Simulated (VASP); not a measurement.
# TiNi (P4/mmm) in VASP: further runs

Runs on TiNi. Level: PBEsol. Tasks: single point.

All numbers are computed with VASP 6.6.1; they aren't measurements. Logs are shortened: lines on timing, memory, paths and dates and some standing lists are left out, and cuts for length are marked.

### 1 The cell of the first run

Symmetry: P4/mmm, No. 123, tetragonal system. Conventional cell: a = 2.772 Å, b = 2.772 Å, c = 3.629 Å, α = 90.00°, β = 90.00°, γ = 90.00°. Ni (site symmetry 4/mmm) has 8 Ti at 2.67 Å and 6 Ni at 2.77 to 3.63 Å within 3.7 Å. Within 3.7 Å of Ti (site symmetry 4/mmm) lie 8 Ni at 2.67 Å and 6 Ti at 2.77 to 3.63 Å.

### 2 Single point, PBEsol, collinear spin, ferromagnetic start (13.94 Å³/atom)

INCAR reads:

```
PREC     = Accurate       # precision mode
ENCUT    = 520            # plane-wave cutoff, eV
EDIFF    = 1E-7           # SCF threshold, eV
ISMEAR   = -1             # smearing method
SIGMA    = 0.05           # smearing width, eV
LREAL    = False          # projectors in reciprocal space
LASPH    = True           # aspherical terms in the spheres
NELM     = 150            # most SCF steps
ALGO     = Normal         # electronic algorithm
ISIF     = 2              # what is computed and relaxed
LWAVE    = False          # write WAVECAR
LCHARG   = False          # write CHGCAR
ISPIN    = 2              # spin polarisation
MAGMOM   = 1 1            # initial moments
LORBIT   = 11             # projections on sites
LMAXMIX  = 4              # l up to which the mixer works
GGA      = PS             # functional
NBANDS   = 22             # bands
```

KPOINTS reads:

```
regular mesh
0
Gamma
  10 10 8
```

POSCAR reads:

```
TiNi
1.0
    2.7718045364      0.0000000000      0.0000000000
    0.0000000000      2.7718045364      0.0000000000
    0.0000000000      0.0000000000      3.6285392204
Ni Ti
1 1
Direct
    0.0000000000      0.0000000000      0.0000000000
    0.5000000000      0.5000000000      0.5000000000
```

Potentials or basis: VASP PAW PBE potentials, release 64 (Ni, Ti_sv).

Launch:

```sh
$ cat potpaw_PBE.64/Ni/POTCAR potpaw_PBE.64/Ti_sv/POTCAR > POTCAR
$ mpirun -np 1 vasp_std > vasp.out
```

OUTCAR:

```text
PREC = Accurate
   ENCUT = 520
   EDIFF = 1E-7
   ISMEAR = -1
   LREAL = False
   LASPH = True
   NELM = 150
   ISIF = 2
   ISPIN = 2
   LORBIT = 11
   GGA = PS

 ion  position               nearest neighbor table
   1  0.000  0.000  0.000-   2 2.67   2 2.67   2 2.67   2 2.67   2 2.67   2 2.67   2 2.67   2 2.67

   2  0.500  0.500  0.500-   1 2.67   1 2.67   1 2.67   1 2.67   1 2.67   1 2.67   1 2.67   1 2.67

  LATTYP: Found a simple tetragonal cell.
 ALAT       =     2.7718045364
 C/A-ratio  =     1.3090891413

  Lattice vectors:

 A1 = (   2.7718045364,   0.0000000000,   0.0000000000)
 A2 = (   0.0000000000,   2.7718045364,   0.0000000000)
 A3 = (   0.0000000000,   0.0000000000,   3.6285392204)

Analysis of symmetry for initial positions (statically):
=====================================================================
 Subroutine PRICEL returns:
 Original cell was already a primitive cell.

 Routine SETGRP: Setting up the symmetry group for a
 simple tetragonal supercell.

 Subroutine GETGRP returns: Found 16 space group operations
 (whereof 16 operations were pure point group operations)
 out of a pool of 16 trial point group operations.

The static configuration has the point symmetry D_4h.

Analysis of symmetry for dynamics (positions and initial velocities):
=====================================================================
 Subroutine PRICEL returns:
 Original cell was already a primitive cell.

 Routine SETGRP: Setting up the symmetry group for a
 simple tetragonal supercell.

 Subroutine GETGRP returns: Found 16 space group operations
 (whereof 16 operations were pure point group operations)
 out of a pool of 16 trial point group operations.

The dynamic configuration has the point symmetry D_4h.

Analysis of structural, dynamic, and magnetic symmetry:
=====================================================================
 Subroutine PRICEL returns:
 Original cell was already a primitive cell.

 Routine SETGRP: Setting up the symmetry group for a
 simple tetragonal supercell.

 Subroutine GETGRP returns: Found 16 space group operations
 (whereof 16 operations were pure point group operations)
 out of a pool of 16 trial point group operations.

The overall configuration has the point symmetry D_4h.

 Subroutine INISYM returns: Found 16 space group operations
 (whereof 16 operations are pure point group operations),
 and found     1 'primitive' translations

----------------------------------------------------------------------------------------

                                     Primitive cell

  volume of cell :      27.8777

  direct lattice vectors                    reciprocal lattice vectors
     2.771804536  0.000000000  0.000000000     0.360775800  0.000000000  0.000000000
     0.000000000  2.771804536  0.000000000     0.000000000  0.360775800  0.000000000
     0.000000000  0.000000000  3.628539220     0.000000000  0.000000000  0.275592997

  length of vectors
     2.771804536  2.771804536  3.628539220     0.360775800  0.360775800  0.275592997

  position of ions in fractional coordinates (direct lattice)
     0.000000000  0.000000000  0.000000000
     0.500000000  0.500000000  0.500000000

  ion indices of the primitive-cell ions
   primitive index   ion index
                 1           1
                 2           2

----------------------------------------------------------------------------------------

 KPOINTS: regular mesh

Automatic generation of k-mesh.
 Grid dimensions read from file:
 generate k-points for:   10   10    8

 Generating k-lattice:

  Cartesian coordinates                     Fractional coordinates (reciprocal lattice)
     0.036077580  0.000000000  0.000000000     0.100000000  0.000000000  0.000000000
     0.000000000  0.036077580  0.000000000     0.000000000  0.100000000  0.000000000
     0.000000000  0.000000000  0.034449125     0.000000000  0.000000000  0.125000000

  Length of vectors
     0.036077580  0.036077580  0.034449125

  Shift w.r.t. Gamma in fractional coordinates (k-lattice)
     0.000000000  0.000000000  0.000000000

 Subroutine IBZKPT returns following result:
 ===========================================

 Found    105 irreducible k-points:

 Following reciprocal coordinates:
            Coordinates               Weight
  0.000000  0.000000  0.000000      1.000000
  0.100000  0.000000  0.000000      4.000000
  0.200000  0.000000  0.000000      4.000000
  0.300000  0.000000  0.000000      4.000000
  0.400000  0.000000  0.000000      4.000000
  0.500000  0.000000  0.000000      2.000000
[... 16 lines left out ...]
  0.100000  0.000000  0.125000      8.000000
  0.200000  0.000000  0.125000      8.000000
 [... further k-points ...]
   k-points           NKPTS =    105   k-points in BZ     NKDIM =    105   number of bands    NBANDS=     22
   number of dos      NEDOS =    301   number of ions     NIONS =      2
   total plane-waves  NPLWV =  16128
   dimension x,y,z NGX =    24 NGY =   24 NGZ =   28
   dimension x,y,z NGXF=    48 NGYF=   48 NGZF=   56
   ions per type =               1   1
   NGX,Y,Z   is equivalent  to a cutoff of  14.39, 14.39, 12.83 a.u.
   NGXF,Y,Z  is equivalent  to a cutoff of  28.79, 28.79, 25.66 a.u.
 SYSTEM =  unknown system
   PREC   = accura    normal or accurate (medium, high low for compatibility)
   ISTART =      0    job   : 0-new  1-cont  2-samecut
   ICHARG =      2    charge: 1-file 2-atom 10-const
   ISPIN  =      2    spin polarized calculation?
   LNONCOLLINEAR =      F non collinear calculations
   LSORBIT =      F    spin-orbit coupling
   LASPH  =      T    aspherical Exc in radial PAW
   ENCUT  =  520.0 eV  38.22 Ry    6.18 a.u.   5.15  5.15  6.75*2*pi/ulx,y,z
   NELM   =    150;   NELMIN=  2; NELMDL= -5     # of ELM steps
   EDIFF  = 0.1E-06   stopping-criterion for ELM
   LREAL  =      F    real-space projection
   EDIFFG = 0.1E-05   stopping-criterion for IOM
   NSW    =      0    number of steps for IOM
   IBRION =     -1    ionic relax: 0-MD 1-quasi-New 2-CG
   NFREE  =      0    steps in history (QN), initial steepest desc. (CG)
   ISIF   =      2    stress and relaxation
   ISYM   =      2    0-nonsym 1-usesym 2-fastsym
   POTIM  = 0.5000    time-step for ionic-motion
   TEBEG  =    0.0;   TEEND  =   0.0 temperature during run
   PSTRESS=    0.0 pullay stress
   NELECT =      22.0000    total number of electrons
   NUPDOWN=      -1.0000    fix difference up-down
   EMIN   =  10.00;   EMAX   =-10.00  energy-range for DOS
   EFERMI =   0.00;   METHOD = LEGACY
   ISMEAR =    -1;   SIGMA  =   0.05  broadening in eV -4-tet -1-fermi 0-gaus
   EFERMI_NEDOS =   21; number of points for ismear=-14 and -15
   IALGO  =     38    algorithm
   IMIX   =      4    mixing-type and parameters
     AMIX     =   0.40;   BMIX     =  1.00
     AMIX_MAG =   1.60;   BMIX_MAG =  1.00
  volume/ion in A,a.u.               =      13.94        94.06
  Fermi-wavevector in a.u.,A,eV,Ry     =   1.512853  2.858878 31.139981  2.288724
  Thomas-Fermi vector in A             =   2.622722
   LORBIT       =     11    0 simple, 1 ext, 2 COOP (PROOUT), +10 PAW based schemes
   GGA     = PS    functional components
   LHFCALC =     F    Hartree Fock is set to
   AEXX    =    0.0000 exact exchange contribution
   IVDW    =     0    specifies the selected vdW correction
   LEPSILON=     F    determine dielectric tensor
   LRPA    =     F    only Hartree local field effects (RPA)
 spin polarized calculation
  energy-cutoff  :      520.00
  volume of cell :       27.88
 maximum number of plane-waves:       768
 NGX is ok and might be reduce to    24
   NGX = 11   NGY = 11   NGZ = 13

 number of electron      22.0000002 magnetization       0.0005040

 Free energy of the ion-electron system (eV)
  ---------------------------------------------------
  ext. energy  EPLUGINS =         0.00000000
  ---------------------------------------------------
  free energy    TOTEN  =       -15.09919657 eV

  energy without entropy =      -15.07743450  energy(sigma->0) =      -15.08831554

 E-fermi :   8.6884     XC(G=0): -12.4194

 val. band max:        8.6822167928   @ k =   0.5000   0.3000   0.2500
 cond. band min:       8.6992286728   @ k =   0.2000   0.1000   0.5000
 fundamental gap:      0.0170118800
 Fermi energy:         8.6884122965

 spin component 1

 k-point     1 :       0.0000    0.0000    0.0000
  band No.  band energies     occupation
      1     -48.0070      1.00000
      2     -24.3477      1.00000
      3     -24.0385      1.00000
      4     -24.0385      1.00000
      5       1.2712      1.00000
      6       5.0258      1.00000
[... 14 lines left out ...]
     21      27.4391      0.00000
     22      28.6212      0.00000
[... 552 lines left out ...]
  band No.  band energies     occupation
      1     -47.9816      1.00000
      2     -24.3334      1.00000
      3     -24.2362      1.00000
      4     -24.0213      1.00000
      5       2.3252      1.00000
      6       5.4929      1.00000
[... 14 lines left out ...]
     21      27.0470      0.00000
     22      28.3001      0.00000

 [... further k-points ...]

 spin component 2

 k-point     1 :       0.0000    0.0000    0.0000
  band No.  band energies     occupation
      1     -48.0066      1.00000
      2     -24.3475      1.00000
      3     -24.0381      1.00000
      4     -24.0381      1.00000
      5       1.2713      1.00000
      6       5.0259      1.00000
[... 14 lines left out ...]
     21      27.4393      0.00000
     22      28.6214      0.00000
[... 552 lines left out ...]
  band No.  band energies     occupation
      1     -47.9813      1.00000
      2     -24.3332      1.00000
      3     -24.2358      1.00000
      4     -24.0209      1.00000
      5       2.3253      1.00000
      6       5.4930      1.00000
[... 14 lines left out ...]
     21      27.0472      0.00000
     22      28.3003      0.00000

 [... further k-points ...]

------------------------ aborting loop because EDIFF is reached ----------------------------------------

  FORCE on cell =-STRESS in cart. coord.  units (eV):
  Direction    XX          YY          ZZ          XY          YZ          ZX
  --------------------------------------------------------------------------------------
  -------------------------------------------------------------------------------------
  Total       -1.7937054     -1.7937054     -2.3857682      0.0000000     -0.0000000     -0.0000000
  in kB     -103.0871861   -103.0871861   -137.1139986      0.0000000     -0.0000000     -0.0000000
  external PRESSURE =    -114.4294569 kB  Pullay stress =       0.0000000 kB

 VOLUME and BASIS-vectors are now :
 -----------------------------------------------------------------------------
  energy-cutoff  :      520.00
  volume of cell :       27.88
      direct lattice vectors                 reciprocal lattice vectors
     2.771804536  0.000000000  0.000000000     0.360775800  0.000000000  0.000000000
     0.000000000  2.771804536  0.000000000     0.000000000  0.360775800  0.000000000
     0.000000000  0.000000000  3.628539220     0.000000000  0.000000000  0.275592997

 POSITION                                       TOTAL-FORCE (eV/Angst)
 -----------------------------------------------------------------------------------
      0.00000      0.00000      0.00000         0.000000      0.000000      0.000000
      1.38590      1.38590      1.81427         0.000000      0.000000      0.000000
 -----------------------------------------------------------------------------------
    total drift:                                0.000000      0.000000     -0.000000

  FREE ENERGIE OF THE ION-ELECTRON SYSTEM (eV)
  ---------------------------------------------------
  free  energy   TOTEN  =       -15.0991965750 eV

  energy  without entropy=      -15.0774344970  energy(sigma->0) =      -15.08831554

 total charge

# of ion       s       p       d       tot
------------------------------------------
    1        0.532   0.455   8.291   9.279
    2        2.240   6.136   1.878  10.254
--------------------------------------------------
tot          2.773   6.592  10.169  19.533

 magnetization (x)

# of ion       s       p       d       tot
------------------------------------------
    1       -0.000  -0.000   0.000   0.000
    2        0.000   0.000   0.000   0.000
--------------------------------------------------
tot          0.000   0.000   0.000   0.000
```

Wall time 2 min (1 thread of Intel Xeon Platinum 8259CL at 2.50GHz (Skylake/Cascade Lake), shared host); peak memory 0.23 GiB.

What came out:

```
Free energy                                           : -15.0992 eV
Pressure                                              : -11.4 GPa
Band gap on the k mesh                                : zero (filled and empty bands overlap)
Net moment                                            : 0.00 μB per cell
Valence electrons inside the program's atomic spheres : Ni 9.28; Ti 10.25
```

Caveat: the cell stands under tension; the PAW data sets were made with another functional, which shifts forces and pressure a little.

### 3 Single point, PBEsol, collinear spin, ferromagnetic start (14.21 Å³/atom)

This run uses another cell than the first one, of 14.21 Å³/atom.

INCAR reads:

```
PREC = Accurate ; ENCUT = 520
EDIFF = 1E-6 ; ISMEAR = -1
SIGMA = 0.05 ; LREAL = F
LASPH = T ; NELM = 150
ALGO = Fast ; ISIF = 2
LWAVE = F ; LCHARG = F
ISPIN = 2 ; MAGMOM = 1 1
LORBIT = 11 ; LMAXMIX = 4
GGA = PS ; NBANDS = 22
```

KPOINTS is that of step 2.

POSCAR reads:

```
TiNi
1.0
    2.7894598184      0.0000000000      0.0000000000
    0.0000000000      2.7894598184      0.0000000000
    0.0000000000      0.0000000000      3.6516515584
Ni Ti
1 1
Direct
    0.0000000000      0.0000000000      0.0000000000
    0.5000000000      0.5000000000      0.5000000000
```

Potentials or basis: VASP PAW PBE potentials, release 64 (Ni, Ti_sv).

Launch:

```sh
$ cat potpaw_PBE.64/Ni/POTCAR potpaw_PBE.64/Ti_sv/POTCAR > POTCAR
$ mpirun -np 1 vasp_std > vasp.out
```

OUTCAR:

```text
PREC = Accurate
   ENCUT = 520
   EDIFF = 1E-6
   ISMEAR = -1
   LREAL = F
   LASPH = T
   NELM = 150
   ISIF = 2
   ISPIN = 2
   LORBIT = 11
   GGA = PS

 ion  position               nearest neighbor table
   1  0.000  0.000  0.000-   2 2.69   2 2.69   2 2.69   2 2.69   2 2.69   2 2.69   2 2.69   2 2.69

   2  0.500  0.500  0.500-   1 2.69   1 2.69   1 2.69   1 2.69   1 2.69   1 2.69   1 2.69   1 2.69

  LATTYP: Found a simple tetragonal cell.
 ALAT       =     2.7894598184
 C/A-ratio  =     1.3090891413
[... 1419 lines left out ...]
  external PRESSURE =    -136.8790155 kB  Pullay stress =       0.0000000 kB

 VOLUME and BASIS-vectors are now :
 -----------------------------------------------------------------------------
  energy-cutoff  :      520.00
  volume of cell :       28.41
      direct lattice vectors                 reciprocal lattice vectors
     2.789459818  0.000000000  0.000000000     0.358492348  0.000000000  0.000000000
     0.000000000  2.789459818  0.000000000     0.000000000  0.358492348  0.000000000
     0.000000000  0.000000000  3.651651558     0.000000000  0.000000000  0.273848691

 POSITION                                       TOTAL-FORCE (eV/Angst)
 -----------------------------------------------------------------------------------
      0.00000      0.00000      0.00000         0.000000      0.000000      0.000000
      1.39473      1.39473      1.82583         0.000000      0.000000      0.000000
 -----------------------------------------------------------------------------------
    total drift:                                0.000000      0.000000     -0.000000

  FREE ENERGIE OF THE ION-ELECTRON SYSTEM (eV)
  ---------------------------------------------------
  free  energy   TOTEN  =       -15.0572465623 eV

  energy  without entropy=      -15.0350443094  energy(sigma->0) =      -15.04614544

 total charge

# of ion       s       p       d       tot
------------------------------------------
    1        0.525   0.442   8.286   9.252
    2        2.236   6.131   1.863  10.230
--------------------------------------------------
tot          2.761   6.573  10.148  19.482

 magnetization (x)

# of ion       s       p       d       tot
------------------------------------------
    1       -0.000  -0.000   0.000   0.000
    2        0.000   0.000   0.000   0.000
--------------------------------------------------
tot          0.000   0.000   0.000   0.001
```

OSZICAR:

```text
N       E                     dE             d eps       ncg     rms          rms(c)
DAV:   1     0.181870150066E+03    0.18187E+03   -0.10527E+04  9568   0.129E+03
DAV:   2    -0.139977300720E+01   -0.18327E+03   -0.17520E+03  9402   0.318E+02
DAV:   3    -0.169981226717E+02   -0.15598E+02   -0.15167E+02 14210   0.890E+01
[... 13 lines left out ...]
RMM:  17    -0.150572380081E+02   -0.86269E-05   -0.12101E-05 12321   0.233E-02    0.132E-02
RMM:  18    -0.150572427714E+02   -0.47633E-05   -0.68126E-06 11538   0.174E-02    0.848E-03
RMM:  19    -0.150572451884E+02   -0.24170E-05   -0.43330E-06 10973   0.142E-02    0.381E-03
RMM:  20    -0.150572463882E+02   -0.11998E-05   -0.35163E-06 10727   0.130E-02    0.142E-03
RMM:  21    -0.150572465623E+02   -0.17404E-06   -0.97672E-07  8306   0.718E-03
   1 F= -.15057247E+02 E0= -.15046145E+02  d E =-.222023E-01  mag=     0.0003
```

It took 2.2 min on 1 thread of Intel Xeon Platinum 8259CL at 2.50GHz (Skylake/Cascade Lake), shared host; peak memory 0.23 GiB.

What came out:

```yaml
Free_energy: -15.0572 eV
Pressure: -13.7 GPa
Band_gap_on_the_k_mesh: zero (filled and empty bands overlap)
Net_moment: 0.00 μB per cell
Valence_electrons_inside_the_program's_atomic_spheres: Ni 9.25; Ti 10.23
```

Stress tensor (GPa, compression positive):
```
-12.47   0.00   0.00
  0.00 -12.47   0.00
  0.00   0.00 -16.13
```

Caveat: the cell stands under tension; the PAW data sets were made with another functional, which shifts forces and pressure a little.

[end of part 1 of 2]
